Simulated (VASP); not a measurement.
Write the native input for VASP 6.6.1 that does the following.

- Task: single point
- Functional: PBEsol
- Potentials or basis: VASP PAW PBE potentials, release 64 (Ta_pv, N)
- Cutoff: 520 eV
- k mesh: 5 × 5 × 8
- Occupations: fermi-dirac, width 0.1 eV
- Spin: no spin polarisation
- Dipole correction: no
- Further INCAR settings: ALGO = Normal; EDIFF = 1e-06; NBANDS = 33

The structure of TaN lies in POSCAR:

```
TaN
1.0
    5.2593104652      0.0000000000      0.0000000000
   -2.6296552326      4.5546964682      0.0000000000
    0.0000000000      0.0000000000      2.9462675463
Ta N
3 3
Direct
    0.0000000000      0.0000000000      0.0000000000
    0.3333333333      0.6666666667      0.5000000000
    0.6666666667      0.3333333333      0.5000000000
    0.5000000000      0.0000000000      0.0000000000
    0.5000000000      0.5000000000      0.0000000000
    0.0000000000      0.5000000000      0.0000000000
```

One way to write it, as run:

INCAR

```
SYSTEM = TaN
ALGO = Normal ; EDIFF = 1E-6
ENCUT = 520 ; GGA = PS
ISIF = 2 ; ISMEAR = -1
LASPH = .True. ; LCHARG = .False.
LREAL = .False. ; LWAVE = .False.
NBANDS = 33 ; NELM = 100
PREC = Accurate ; SIGMA = 0.1
```

KPOINTS

```
k-points
0
Gamma
  5 5 8
  0 0 0
```

Potentials or basis: VASP PAW PBE potentials, release 64 (Ta_pv, N).

Command:

```console
$ cat potpaw_PBE.64/Ta_pv/POTCAR potpaw_PBE.64/N/POTCAR > POTCAR
$ mpirun -np 1 vasp_std > vasp.out
```

It gave:

The pressure is -10.1 GPa. The band gap on the k mesh is zero (bands 24 and 25 overlap by 2.02 eV).

Caveat: the cell stands under tension; the PAW data sets were made with another functional, which shifts forces and pressure a little; spin-orbit coupling is left out, which moves the levels of the heavy elements.

Run time: 55 s on 1 thread of AMD EPYC 7R13 Processor (Zen 3) (shared host), peak memory 0.18 GiB.
